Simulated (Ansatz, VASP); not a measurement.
## Two plane-wave programs on Se

```xyz
3
Lattice="4.5204 0.0000 0.0000 -2.2602 3.9148 0.0000 0.0000 0.0000 5.0453" Properties=species:S:1:pos:R:3 pbc="T T T"
Se    0.9896    0.0000    1.6818
Se    4.0256    0.8570    3.3635
Se    1.7654    3.0577    0.0000
```

Alike in both runs: task single point; functional PBE; k mesh 8 × 8 × 6; no spin polarisation.

```csv
,VASP,Ansatz
version,VASP 6.6.1,Ansatz 0.2.0
potentials or method,"VASP PAW PBE potentials, release 64 (Se), cutoff 520 eV","plane waves (420 eV) with PAW, scalar-relativistic"
occupations,"methfessel-paxton of order 1, width 1 eV","cold, width 1 eV"
valence electrons in the cell,18,48
```

VASP gave:

| Quantity | Value |
| --- | --- |
| pressure (GPa) | -0.3 |
| traceless stress, the component that is largest in VASP (GPa) | 0.04 |

Which values does Ansatz return?

Pressure (GPa): -0.8; traceless stress, the component that is largest in VASP (GPa): 0.07.

VASP's potentials hold 18 valence electrons a cell and Ansatz's 48, so a difference there can come from the potentials and not from the codes.
